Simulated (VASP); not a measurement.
Here is a VASP 6.6.1 calculation.

POSCAR

```
NaSrI3
1.0
    6.4936540890      0.0000000000      0.0000000000
    0.0000000000      6.4936540890      0.0000000000
    0.0000000000      0.0000000000      6.4936540890
Na Sr I
1 1 3
Direct
    0.0000000000      0.0000000000      0.0000000000
    0.5000000000      0.5000000000      0.5000000000
    0.5000000000      0.5000000000      0.0000000000
    0.5000000000      0.0000000000      0.5000000000
    0.0000000000      0.5000000000      0.5000000000
```

Contents of INCAR.step1:

```
SYSTEM = NaSrI3
PREC = Accurate
ENCUT = 520
ISMEAR = 0
SIGMA = 0.01
LREAL = .FALSE.
LASPH = .TRUE.
NELM = 60
NBANDS = 27
GGA = PE
ALGO = Normal
EDIFF = 1E-4
LWAVE = .TRUE.
LCHARG = .FALSE.
```

File INCAR.step2:

```
SYSTEM = NaSrI3
PREC = Accurate
ENCUT = 520
EDIFF = 1E-6
ISMEAR = 0
SIGMA = 0.01
LREAL = .FALSE.
LASPH = .TRUE.
NELM = 60
ALGO = Normal
ISIF = 2
LWAVE = .FALSE.
LCHARG = .FALSE.
METAGGA = R2SCAN
LMIXTAU = .TRUE.
NBANDS = 27
ISTART = 1
```

File KPOINTS:

```
Automatic mesh
0
G
  4 4 4
  0 0 0
```

Potentials or basis: VASP PAW PBE potentials, release 64 (Na_pv, Sr_sv, I).

Run with:

```sh
$ cat potpaw_PBE.64/Na_pv/POTCAR potpaw_PBE.64/Sr_sv/POTCAR potpaw_PBE.64/I/POTCAR > POTCAR
$ cp INCAR.step1 INCAR
$ mpirun -np 1 vasp_std > vasp.out
$ cp INCAR.step2 INCAR
$ mpirun -np 1 vasp_std > vasp.out
```

Task: Estimate the pressure.

Result: -0.5 GPa.

Task: Predict the band gap on the k mesh.

Result: 3.10 eV, indirect (least direct gap 3.39 eV).

Caveat: the cell differs from its parent crystal (strain +1.5%); the PAW data sets were made with another functional, which shifts forces and pressure a little; spin-orbit coupling is left out, which moves the levels of the heavy elements. A k mesh can miss the band edges.
